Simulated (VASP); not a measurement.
Write the native input for VASP 6.6.1 that does the following.

```yaml
Task: single point
Functional: r2SCAN
Potentials_or_basis: VASP PAW PBE potentials, release 64 (Rb_sv, Br)
Cutoff: 520 eV
k_mesh: 6 × 6 × 4
Occupations: gaussian, width 0.01 eV
Spin: no spin polarisation
Dipole_correction: no
Further_INCAR_settings: ALGO = Normal; EDIFF = 1e-07; NBANDS = 24
```

The system is RbBr.

```
Rb Br
1.0
     5.88999    0.00000    0.00000
    -2.94499    5.10088    0.00000
     0.00000    0.00000    6.86978
Rb Br
2 2
Cartesian
  0.0000 3.4006 1.7174
  2.9450 1.7003 5.1523
  2.9450 1.7003 1.7174
  0.0000 3.4006 5.1523
```

The input as run:

POSCAR

```
RbBr
1.0
    5.8899870892      0.0000000000      0.0000000000
   -2.9449935446      5.1008784472      0.0000000000
    0.0000000000      0.0000000000      6.8697844858
Rb Br
2 2
Direct
    0.3333333333      0.6666666667      0.2500000000
    0.6666666667      0.3333333333      0.7500000000
    0.6666666667      0.3333333333      0.2500000000
    0.3333333333      0.6666666667      0.7500000000
```

INCAR.step1

```
PREC     = Accurate       # precision mode
ENCUT    = 520            # plane-wave cutoff, eV
ISMEAR   = 0              # smearing method
SIGMA    = 0.01           # smearing width, eV
LREAL    = False          # projectors in reciprocal space
LASPH    = True           # aspherical terms in the spheres
NELM     = 60             # most SCF steps
NBANDS   = 24             # bands
GGA      = PE             # functional
ALGO     = Normal         # electronic algorithm
EDIFF    = 1E-4           # SCF threshold, eV
LWAVE    = True           # write WAVECAR
LCHARG   = False          # write CHGCAR
```

INCAR.step2

```
PREC     = Accurate       # precision mode
ENCUT    = 520            # plane-wave cutoff, eV
EDIFF    = 1E-7           # SCF threshold, eV
ISMEAR   = 0              # smearing method
SIGMA    = 0.01           # smearing width, eV
LREAL    = False          # projectors in reciprocal space
LASPH    = True           # aspherical terms in the spheres
NELM     = 60             # most SCF steps
ALGO     = Normal         # electronic algorithm
ISIF     = 2              # what is computed and relaxed
LWAVE    = False          # write WAVECAR
LCHARG   = False          # write CHGCAR
METAGGA  = R2SCAN         # meta-GGA
LMIXTAU  = True         
NBANDS   = 24             # bands
ISTART   = 1
```

KPOINTS

```
regular mesh
0
Gamma
  6 6 4
```

Potentials or basis: VASP PAW PBE potentials, release 64 (Rb_sv, Br).

The run is started by

```bash
$ cat potpaw_PBE.64/Rb_sv/POTCAR potpaw_PBE.64/Br/POTCAR > POTCAR
$ cp INCAR.step1 INCAR
$ mpirun -np 1 vasp_std > vasp.out
$ cp INCAR.step2 INCAR
$ mpirun -np 1 vasp_std > vasp.out
```

It gave:

| Quantity | Value |
| --- | --- |
| Pressure | 0.0 GPa |
| Band gap on the k mesh | 4.65 eV |

Caveat: the PAW data sets were made with another functional, which shifts forces and pressure a little.

It took 8.2 min on 1 thread of Intel(R) Xeon(R) Platinum 8259CL CPU @ 2.50GHz (Skylake/Cascade Lake) (shared host), peak memory 0.42 GiB.
